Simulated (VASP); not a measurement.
Cu3Mo: single point with PBE

The system is Cu3Mo.

```xyz
4
Lattice="3.7582 0.0000 0.0000 0.0000 3.7582 0.0000 0.0000 0.0000 3.7582" Properties=species:S:1:pos:R:3 pbc="T T T"
Cu    0.0000    1.8791    1.8791
Cu    1.8791    0.0000    1.8791
Cu    1.8791    1.8791    0.0000
Mo    0.0000    0.0000    0.0000
```

* Program: VASP 6.6.1
* Task: single point
* Functional: PBE
* Potentials or basis: VASP PAW PBE potentials, release 64 (Cu, Mo_sv)
* Cutoff: 520 eV
* k mesh: 4 × 4 × 4
* Occupations: gaussian, width 0.1 eV
* Spin: no spin polarisation

```yaml
Pressure: 0.4 GPa
```

Levels at points of the mesh, in eV from the Fermi level:
```tsv
k point	band 20	band 21	band 22	band 23	band 24	band 25	band 26	band 27
(0.00, 0.00, 0.00)	-1.54	0.29	0.29	1.65	1.65	1.65	2.13	2.13
(0.50, 0.00, 0.00)	-1.92	-1.54	-0.63	-0.63	-0.20	1.07	1.54	6.86
(0.50, 0.50, 0.00)	-2.36	-2.13	-0.24	-0.24	-0.14	-0.14	0.90	2.89
(0.50, 0.50, 0.50)	-0.75	-0.21	-0.21	-0.21	0.11	0.11	0.11	1.55
```

Run time: 12 s on 1 thread of Intel(R) Xeon(R) 6975P-C (Granite Rapids), with other jobs on the host, peak memory 0.16 GiB.

Caveat: the k points lie up to 0.42 Å⁻¹ apart.
